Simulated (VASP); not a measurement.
A run of VASP 6.6.1 is set up as follows.

File INCAR:

```
SYSTEM = Yb
ALGO = Normal
EDIFF = 1E-6
ENCUT = 520
GGA = CA
ISIF = 2
ISMEAR = -1
LASPH = .True.
LCHARG = .False.
LREAL = .False.
LWAVE = .False.
NBANDS = 18
NELM = 100
PREC = Accurate
SIGMA = 0.1
```

File KPOINTS:

```
k-points
0
Gamma
  11 11 11
  0 0 0
```

File POSCAR:

```
Yb
1.0
    3.0869307569      0.0000000000      0.0000000000
    0.0000000000      3.0869307569      0.0000000000
    0.0000000000      0.0000000000      3.0869307569
Yb
1
Direct
    0.0000000000      0.0000000000      0.0000000000
```

Potentials or basis: VASP PAW PBE potentials, release 64 (Yb).

Command:

```console
$ cat potpaw_PBE.64/Yb/POTCAR > POTCAR
$ mpirun -np 1 vasp_std > vasp.out
```

What does it give for the band gap on the k mesh?

Zero (filled and empty bands touch).

Predict the pressure.

0.2 GPa.

Caveat: the PAW data sets were made with another functional, which shifts forces and pressure a little; spin-orbit coupling is left out, which moves the levels of the heavy elements. Spin polarisation is off, so any magnetic state and its effect on volume and gap are missing.
